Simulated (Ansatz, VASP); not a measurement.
Two plane-wave programs on Si2Mo

Contents of INCAR:

```
PREC = Accurate ; ENCUT = 520
EDIFF = 1E-7 ; ISMEAR = 0
SIGMA = 0.15 ; LREAL = False
LASPH = True ; NELM = 100
ALGO = Normal ; ISIF = 2
LWAVE = False ; LCHARG = True
GGA = PE ; LELF = True
LVHAR = True ; NBANDS = 56
```

File KPOINTS:

```
regular mesh
0
Gamma
  14 14 3
```

Contents of POSCAR:

```
Si2Mo
1.0
   -3.2168473663      0.0000000000      0.0000000000
    0.0000000000     -3.2168473663      0.0000000000
    0.0000000000      0.0000000000     15.7460400265
Si Mo
8 4
Direct
    0.5000000000      0.5000000000      0.4175495698
    1.0000000000      1.0000000000      0.1675495698
    0.5000000000      0.5000000000      0.9175495698
    1.0000000000      1.0000000000      0.6675495698
    0.5000000000      0.5000000000      0.5824504302
    1.0000000000      1.0000000000      0.3324504302
    0.5000000000      0.5000000000      0.0824504302
    1.0000000000      1.0000000000      0.8324504302
    0.0000000000      0.0000000000      0.5000000000
    0.5000000000      0.5000000000      0.2500000000
    0.0000000000      0.0000000000      0.0000000000
    0.5000000000      0.5000000000      0.7500000000
```

Input for Ansatz:

```yaml
crystal:
  lattice:
    - [-3.2168473663, 0.0, 0.0]
    - [0.0, -3.2168473663, 0.0]
    - [0.0, 0.0, 15.7460400265]
  atoms:
    - { symbol: Si, position: [0.5, 0.5, 0.4175495698] }
    - { symbol: Si, position: [1.0, 1.0, 0.1675495698] }
    - { symbol: Si, position: [0.5, 0.5, 0.9175495698] }
    - { symbol: Si, position: [1.0, 1.0, 0.6675495698] }
    - { symbol: Si, position: [0.5, 0.5, 0.5824504302] }
    - { symbol: Si, position: [1.0, 1.0, 0.3324504302] }
    - { symbol: Si, position: [0.5, 0.5, 0.0824504302] }
    - { symbol: Si, position: [1.0, 1.0, 0.8324504302] }
    - { symbol: Mo, position: [0.0, 0.0, 0.5] }
    - { symbol: Mo, position: [0.5, 0.5, 0.25] }
    - { symbol: Mo, position: [0.0, 0.0, 0.0] }
    - { symbol: Mo, position: [0.5, 0.5, 0.75] }
basis:
  ecutwfc: 420
kpoints:
  mp_grid: { grid: [14, 14, 3] }
hamiltonian:
  xc: pbe
scf:
  occupations: { method: gaussian, width: 0.15 }
output:
  forces: true
  stress: true
  eigenvalues: true
```

Alike in both runs: task single point; functional PBE; k mesh 14 × 14 × 3; occupations gaussian, width 0.15 eV; no spin polarisation.

|  | VASP | Ansatz |
| --- | --- | --- |
| version | VASP 6.6.1 | Ansatz 0.2.0 |
| potentials or method | VASP PAW PBE potentials, release 64 (Si, Mo_sv), cutoff 520 eV | scalar-relativistic, plane waves, PAW |
| valence electrons in the cell | 88 | 88 |

|  | VASP | Ansatz | Ansatz less VASP |
| --- | --- | --- | --- |
| gap on the k mesh at the Fermi level (eV) | none | none | - |
| pressure (GPa) | 0.2 | 0.0 | -0.15 |
| rms of the force components (eV/Å) | 0.001 | 0.003 | +0.0019 |

Atom by atom the forces differ by 0.002 eV/Å (rms over components). A gap of «none» marks a metal or a gap that the smearing closes. With one functional, cell and mesh, what is left measures potentials, basis and numerics.
